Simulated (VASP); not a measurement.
# BeTe (F-43m) in VASP: further runs

The runs below take BeTe through single point, relaxation of cell and atoms, with PBE.

All numbers are computed with VASP 6.6.1; they aren't measurements. Logs are shortened: lines on timing, memory, paths and dates and some standing lists are left out, and cuts for length are marked.

### Step 1. The cell of the first run

It takes space group F-43m (No. 216, cubic). Conventional cell: a = 5.664 Å, b = 5.664 Å, c = 5.664 Å, α = 90.00°, β = 90.00°, γ = 90.00°. Within 3.2 Å of Te (site symmetry -43m) lie 4 Be at 2.45 Å. Be (site symmetry -43m) has 4 Te at 2.45 Å within 3.2 Å.

### Step 2. Single point, PBE

The input, INCAR:

```
SYSTEM = BeTe
PREC = Accurate
ENCUT = 520
EDIFF = 1E-7
ISMEAR = -1
SIGMA = 0.05
LREAL = .False.
LASPH = .True.
NELM = 100
ALGO = Normal
ISIF = 2
LWAVE = .False.
LCHARG = .True.
GGA = PE
LELF = .True.
LVHAR = .True.
NBANDS = 11
```

The input, KPOINTS:

```
Automatic mesh
0
Gamma
  8 8 8
  0 0 0
```

The input, POSCAR:

```
BeTe
1.0
    0.0000000000      2.8319575777      2.8319575777
    2.8319575777      0.0000000000      2.8319575777
    2.8319575777      2.8319575777      0.0000000000
Te Be
1 1
Direct
    0.7500000000      0.7500000000      0.7500000000
    0.0000000000      0.0000000000      0.0000000000
```

Potentials or basis: VASP PAW PBE potentials, release 64 (Te, Be).

Launch:

```console
> cat potpaw_PBE.64/Te/POTCAR potpaw_PBE.64/Be/POTCAR > POTCAR
> mpirun -np 1 vasp_std > vasp.out
```

OUTCAR:

```text
SYSTEM = BeTe
   PREC = Accurate
   ENCUT = 520
   EDIFF = 1E-7
   ISMEAR = -1
   LREAL = .False.
   LASPH = .True.
   NELM = 100
   ISIF = 2
   GGA = PE

 ion  position               nearest neighbor table
   1  0.750  0.750  0.750-   2 2.45   2 2.45   2 2.45   2 2.45
   2  0.000  0.000  0.000-   1 2.45   1 2.45   1 2.45   1 2.45

  LATTYP: Found a face centered cubic cell.
 ALAT       =     5.6639151554

  Lattice vectors:

 A1 = (   0.0000000000,   2.8319575777,   2.8319575777)
 A2 = (   2.8319575777,   0.0000000000,   2.8319575777)
 A3 = (   2.8319575777,   2.8319575777,   0.0000000000)

Analysis of symmetry for initial positions (statically):
=====================================================================
 Subroutine PRICEL returns:
 Original cell was already a primitive cell.

 Routine SETGRP: Setting up the symmetry group for a
 face centered cubic supercell.

 Subroutine GETGRP returns: Found 24 space group operations
 (whereof 24 operations were pure point group operations)
 out of a pool of 48 trial point group operations.

The static configuration has the point symmetry T_d .

Analysis of symmetry for dynamics (positions and initial velocities):
=====================================================================
 Subroutine PRICEL returns:
 Original cell was already a primitive cell.

 Routine SETGRP: Setting up the symmetry group for a
 face centered cubic supercell.

 Subroutine GETGRP returns: Found 24 space group operations
 (whereof 24 operations were pure point group operations)
 out of a pool of 48 trial point group operations.

The dynamic configuration has the point symmetry T_d .

 Subroutine INISYM returns: Found 24 space group operations
 (whereof 24 operations are pure point group operations),
 and found     1 'primitive' translations

----------------------------------------------------------------------------------------

                                     Primitive cell

  volume of cell :      45.4245

  direct lattice vectors                    reciprocal lattice vectors
     0.000000000  2.831957578  2.831957578    -0.176556317  0.176556317  0.176556317
     2.831957578  0.000000000  2.831957578     0.176556317 -0.176556317  0.176556317
     2.831957578  2.831957578  0.000000000     0.176556317  0.176556317 -0.176556317

  length of vectors
     4.004992814  4.004992814  4.004992814     0.305804512  0.305804512  0.305804512

  position of ions in fractional coordinates (direct lattice)
     0.750000000  0.750000000  0.750000000
     0.000000000  0.000000000  0.000000000

  ion indices of the primitive-cell ions
   primitive index   ion index
                 1           1
                 2           2

----------------------------------------------------------------------------------------

 KPOINTS: Automatic mesh

Automatic generation of k-mesh.
 Grid dimensions read from file:
 generate k-points for:    8    8    8

 Generating k-lattice:

  Cartesian coordinates                     Fractional coordinates (reciprocal lattice)
    -0.022069540  0.022069540  0.022069540     0.125000000  0.000000000  0.000000000
     0.022069540 -0.022069540  0.022069540     0.000000000  0.125000000  0.000000000
     0.022069540  0.022069540 -0.022069540     0.000000000  0.000000000  0.125000000

  Length of vectors
     0.038225564  0.038225564  0.038225564

  Shift w.r.t. Gamma in fractional coordinates (k-lattice)
     0.000000000  0.000000000  0.000000000

 Subroutine IBZKPT returns following result:
 ===========================================

 Found     29 irreducible k-points:

 Following reciprocal coordinates:
            Coordinates               Weight
  0.000000  0.000000  0.000000      1.000000
  0.125000  0.000000  0.000000      8.000000
  0.250000  0.000000  0.000000      8.000000
  0.375000  0.000000  0.000000      8.000000
  0.500000  0.000000  0.000000      4.000000
  0.125000  0.125000  0.000000      6.000000
[... 16 lines left out ...]
  0.500000  0.250000  0.125000     48.000000
 -0.375000  0.250000  0.125000     24.000000
 [... further k-points ...]
   k-points           NKPTS =     29   k-points in BZ     NKDIM =     29   number of bands    NBANDS=     11
   number of dos      NEDOS =    301   number of ions     NIONS =      2
   total plane-waves  NPLWV =  27000
   dimension x,y,z NGX =    30 NGY =   30 NGZ =   30
   dimension x,y,z NGXF=    60 NGYF=   60 NGZF=   60
   ions per type =               1   1
   NGX,Y,Z   is equivalent  to a cutoff of  12.45, 12.45, 12.45 a.u.
   NGXF,Y,Z  is equivalent  to a cutoff of  24.91, 24.91, 24.91 a.u.
 SYSTEM =  BeTe
   PREC   = accura    normal or accurate (medium, high low for compatibility)
   ISTART =      0    job   : 0-new  1-cont  2-samecut
   ICHARG =      2    charge: 1-file 2-atom 10-const
   ISPIN  =      1    spin polarized calculation?
   LNONCOLLINEAR =      F non collinear calculations
   LSORBIT =      F    spin-orbit coupling
   LASPH  =      T    aspherical Exc in radial PAW
   ENCUT  =  520.0 eV  38.22 Ry    6.18 a.u.   7.45  7.45  7.45*2*pi/ulx,y,z
   NELM   =    100;   NELMIN=  2; NELMDL= -5     # of ELM steps
   EDIFF  = 0.1E-06   stopping-criterion for ELM
   LREAL  =      F    real-space projection
   EDIFFG = 0.1E-05   stopping-criterion for IOM
   NSW    =      0    number of steps for IOM
   IBRION =     -1    ionic relax: 0-MD 1-quasi-New 2-CG
   NFREE  =      0    steps in history (QN), initial steepest desc. (CG)
   ISIF   =      2    stress and relaxation
   ISYM   =      2    0-nonsym 1-usesym 2-fastsym
   POTIM  = 0.5000    time-step for ionic-motion
   TEBEG  =    0.0;   TEEND  =   0.0 temperature during run
   PSTRESS=    0.0 pullay stress
   NELECT =       8.0000    total number of electrons
   NUPDOWN=      -1.0000    fix difference up-down
   EMIN   =  10.00;   EMAX   =-10.00  energy-range for DOS
   EFERMI =   0.00;   METHOD = LEGACY
   ISMEAR =    -1;   SIGMA  =   0.05  broadening in eV -4-tet -1-fermi 0-gaus
   EFERMI_NEDOS =   21; number of points for ismear=-14 and -15
   IALGO  =     38    algorithm
   IMIX   =      4    mixing-type and parameters
     AMIX     =   0.40;   BMIX     =  1.00
     AMIX_MAG =   1.60;   BMIX_MAG =  1.00
  volume/ion in A,a.u.               =      22.71       153.27
  Fermi-wavevector in a.u.,A,eV,Ry     =   0.917645  1.734098 11.457092  0.842073
  Thomas-Fermi vector in A             =   2.042637
   LORBIT       =      0    0 simple, 1 ext, 2 COOP (PROOUT), +10 PAW based schemes
   GGA     = PE    functional components
   LHFCALC =     F    Hartree Fock is set to
   AEXX    =    0.0000 exact exchange contribution
   IVDW    =     0    specifies the selected vdW correction
   LEPSILON=     F    determine dielectric tensor
   LRPA    =     F    only Hartree local field effects (RPA)
 non-spin polarized calculation
  energy-cutoff  :      520.00
  volume of cell :       45.42
 maximum number of plane-waves:      1243
 NGX is ok and might be reduce to    30
   NGX = 15   NGY = 15   NGZ = 15

 number of electron       8.0000000 magnetization

 Free energy of the ion-electron system (eV)
  ---------------------------------------------------
  ext. energy  EPLUGINS =         0.00000000
  ---------------------------------------------------
  free energy    TOTEN  =        -7.62446496 eV

  energy without entropy =       -7.62446496  energy(sigma->0) =       -7.62446496

 E-fermi :   5.8615     XC(G=0):  -8.9888

 val. band max:        4.9079987284   @ k =   0.0000   0.0000   0.0000
 cond. band min:       6.9227033867   @ k =   0.5000   0.5000   0.0000
 fundamental gap:      2.0147046583
 Fermi energy:         5.8614712616

 k-point     1 :       0.0000    0.0000    0.0000
  band No.  band energies     occupation
      1      -7.2784      2.00000
      2       4.9080      2.00000
      3       4.9080      2.00000
      4       4.9080      2.00000
      5       8.5315      0.00000
      6       8.5315      0.00000
      7       8.5315      0.00000
      8       8.6062      0.00000
      9      13.1992      0.00000
     10      15.1173      0.00000
     11      15.1173      0.00000

 k-point     2 :       0.1250    0.0000    0.0000
  band No.  band energies     occupation
      1      -7.1344      2.00000
      2       3.6152      2.00000
      3       4.6800      2.00000
      4       4.6800      2.00000
      5       8.4162      0.00000
      6       8.8666      0.00000
      7       8.8666      0.00000
      8       9.9194      0.00000
      9      13.6250      0.00000
     10      14.2103      0.00000
     11      14.2103      0.00000

 k-point     3 :       0.2500    0.0000    0.0000
  band No.  band energies     occupation
      1      -6.7380      2.00000
      2       1.6466      2.00000
      3       4.2524      2.00000
      4       4.2524      2.00000
      5       8.1838      0.00000
      6       9.3898      0.00000
      7       9.3898      0.00000
      8      11.8511      0.00000
      9      13.9346      0.00000
     10      13.9346      0.00000
     11      13.9407      0.00000

 k-point     4 :       0.3750    0.0000    0.0000
  band No.  band energies     occupation
      1      -6.2362      2.00000
      2       0.0959      2.00000
      3       3.9223      2.00000
      4       3.9223      2.00000
      5       8.0032      0.00000
      6       9.5306      0.00000
      7       9.5306      0.00000
      8      12.7503      0.00000
      9      14.5916      0.00000
     10      14.9539      0.00000
     11      14.9539      0.00000

 k-point     5 :       0.5000    0.0000    0.0000
  band No.  band energies     occupation
      1      -5.9760      2.00000
      2      -0.5248      2.00000
      3       3.8036      2.00000
      4       3.8036      2.00000
      5       7.9389      0.00000
      6       9.5047      0.00000
      7       9.5047      0.00000
      8      12.7320      0.00000
      9      15.7725      0.00000
     10      16.3476      0.00000
     11      16.3476      0.00000
[... 211 lines left out ...]
 k-point    21 :       0.5000    0.5000    0.0000
  band No.  band energies     occupation
      1      -5.5005      2.00000
      2      -0.1172      2.00000
      3       2.3261      2.00000
      4       2.3261      2.00000
      5       6.9227      0.00000
      6       7.5970      0.00000
      7      14.5055      0.00000
      8      14.5055      0.00000
      9      16.3569      0.00000
     10      17.7353      0.00000
     11      18.2524      0.00000

 k-point    22 :       0.3750    0.2500    0.1250
  band No.  band energies     occupation
      1      -6.4108      2.00000
      2       1.3919      2.00000
      3       2.7137      2.00000
      4       3.7118      2.00000
      5       8.5088      0.00000
      6       9.6980      0.00000
      7      10.3094      0.00000
      8      11.1501      0.00000
      9      13.9022      0.00000
     10      15.4241      0.00000
     11      15.9598      0.00000

 k-point    23 :       0.5000    0.2500    0.1250
  band No.  band energies     occupation
      1      -5.9662      2.00000
      2       0.3656      2.00000
      3       2.1829      2.00000
      4       3.2685      2.00000
      5       8.9399      0.00000
      6       9.5769      0.00000
      7      10.7966      0.00000
      8      11.7821      0.00000
      9      14.7085      0.00000
     10      15.1661      0.00000
     11      17.0843      0.00000

 k-point    24 :      -0.3750    0.2500    0.1250
  band No.  band energies     occupation
      1      -5.7434      2.00000
      2      -0.1138      2.00000
      3       2.0727      2.00000
      4       3.0518      2.00000
      5       9.0906      0.00000
      6       9.2980      0.00000
      7      11.5217      0.00000
      8      12.6039      0.00000
      9      13.3828      0.00000
     10      16.4255      0.00000
     11      16.7636      0.00000

 [... further k-points ...]

------------------------ aborting loop because EDIFF is reached ----------------------------------------

  FORCE on cell =-STRESS in cart. coord.  units (eV):
  Direction    XX          YY          ZZ          XY          YZ          ZX
  --------------------------------------------------------------------------------------
  -------------------------------------------------------------------------------------
  Total        0.0380639      0.0380639      0.0380639     -0.0000000      0.0000000      0.0000000
  in kB        1.3425588      1.3425588      1.3425588     -0.0000000      0.0000000      0.0000000
  external PRESSURE =       1.3425588 kB  Pullay stress =       0.0000000 kB

 VOLUME and BASIS-vectors are now :
 -----------------------------------------------------------------------------
  energy-cutoff  :      520.00
  volume of cell :       45.42
      direct lattice vectors                 reciprocal lattice vectors
     0.000000000  2.831957578  2.831957578    -0.176556317  0.176556317  0.176556317
     2.831957578  0.000000000  2.831957578     0.176556317 -0.176556317  0.176556317
     2.831957578  2.831957578  0.000000000     0.176556317  0.176556317 -0.176556317

 POSITION                                       TOTAL-FORCE (eV/Angst)
 -----------------------------------------------------------------------------------
      4.24794      4.24794      4.24794         0.000000     -0.000000      0.000000
      0.00000      0.00000      0.00000        -0.000000      0.000000     -0.000000
 -----------------------------------------------------------------------------------
    total drift:                               -0.000000     -0.000000     -0.000000

  FREE ENERGIE OF THE ION-ELECTRON SYSTEM (eV)
  ---------------------------------------------------
  free  energy   TOTEN  =        -7.6244649621 eV

  energy  without entropy=       -7.6244649621  energy(sigma->0) =       -7.62446496
```

Wall time 10 s (1 thread of Intel Xeon Platinum 8559C (Emerald Rapids), shared host); peak memory 0.17 GiB.

What came out:

```
Free energy            : -7.6245 eV
Pressure               : 0.1 GPa
Band gap on the k mesh : 2.01 eV, indirect (least direct gap 3.62 eV)
```

Levels at points of the mesh, in eV from the valence-band top:
| k point | band 2 | band 3 | band 4 | band 5 | band 6 | band 7 |
| --- | --- | --- | --- | --- | --- | --- |
| (0.00, 0.00, 0.00) | 0.00 | 0.00 | 0.00 | 3.62 | 3.62 | 3.62 |
| (0.50, 0.00, 0.00) | -5.43 | -1.10 | -1.10 | 3.03 | 4.60 | 4.60 |
| (0.50, 0.50, 0.00) | -5.03 | -2.58 | -2.58 | 2.01 | 2.69 | 9.60 |

Caveat: spin-orbit coupling is left out, which moves the levels of the heavy elements.

(Part 1 of 2 ends here.)
